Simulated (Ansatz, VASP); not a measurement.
# In3Se in VASP and in Ansatz

File INCAR:

```
SYSTEM = In3Se
PREC     = Accurate       ! precision mode
ENCUT    = 520            ! plane-wave cutoff, eV
EDIFF    = 1E-6           ! SCF threshold, eV
ISMEAR   = 0              ! smearing method
SIGMA    = 0.15           ! smearing width, eV
LREAL    = .False.        ! projectors in reciprocal space
LASPH    = .True.         ! aspherical terms in the spheres
NELM     = 80             ! most SCF steps
ALGO     = Normal         ! electronic algorithm
ISIF     = 2              ! what is computed and relaxed
LWAVE    = .False.        ! write WAVECAR
LCHARG   = .False.        ! write CHGCAR
GGA      = PS             ! functional
IVDW     = 12             ! dispersion correction
NBANDS   = 30             ! bands
```

The input KPOINTS:

```
Automatic mesh
0
Gamma
  10 10 10
  0 0 0
```

POSCAR

```
In3Se
1.0
    4.6566713068      0.0000000000      0.0000000000
    0.0000000000      4.5878535042      0.0000000000
    0.0000000000      0.0000000000      4.5878535042
In Se
3 1
Direct
    0.0000000000      0.5000000000      0.5000000000
    0.5000000000      0.0000000000      0.5000000000
    0.5000000000      0.5000000000      0.0000000000
    0.0000000000      0.0000000000      0.0000000000
```

Input for Ansatz:

```yaml
crystal:
  lattice:
    - [4.6566713068, 0.0, 0.0]
    - [0.0, 4.5878535042, 0.0]
    - [0.0, 0.0, 4.5878535042]
  atoms:
    - { symbol: In, position: [0.0, 0.5, 0.5] }
    - { symbol: In, position: [0.5, 0.0, 0.5] }
    - { symbol: In, position: [0.5, 0.5, 0.0] }
    - { symbol: Se, position: [0.0, 0.0, 0.0] }
basis:
  ecutwfc: 420
kpoints:
  mp_grid: { grid: [10, 10, 10] }
hamiltonian:
  xc: pbesol
  dispersion: d3bj
scf:
  occupations: { method: gaussian, width: 0.15 }
output:
  forces: true
  stress: true
  eigenvalues: true
```

Change from the starting cell: strain +0.0150 x Voigt [1, 0, 0, 0, 0, 0], atoms carried along.

Alike in both runs: task single point; functional PBEsol; dispersion D3(BJ); k mesh 10 × 10 × 10; occupations gaussian, width 0.15 eV; no spin polarisation.

|  | VASP | Ansatz |
| --- | --- | --- |
| version | VASP 6.6.1 | Ansatz 0.2.0 |
| potentials or method | VASP PAW PBE potentials, release 64 (In_d, Se), cutoff 520 eV | scalar-relativistic, plane waves, PAW |
| valence electrons in the cell | 45 | 55 |

```tsv
	VASP	Ansatz	Ansatz less VASP
gap on the k mesh at the Fermi level (eV)	none	none	-
pressure (GPa)	-0.7	-0.7	+0.01
```

VASP's potentials were made for PBE, not for PBEsol. A gap of «none» marks a metal or a gap that the smearing closes. VASP's potentials hold 45 valence electrons a cell and Ansatz's 55, so a difference there can come from the potentials and not from the codes.
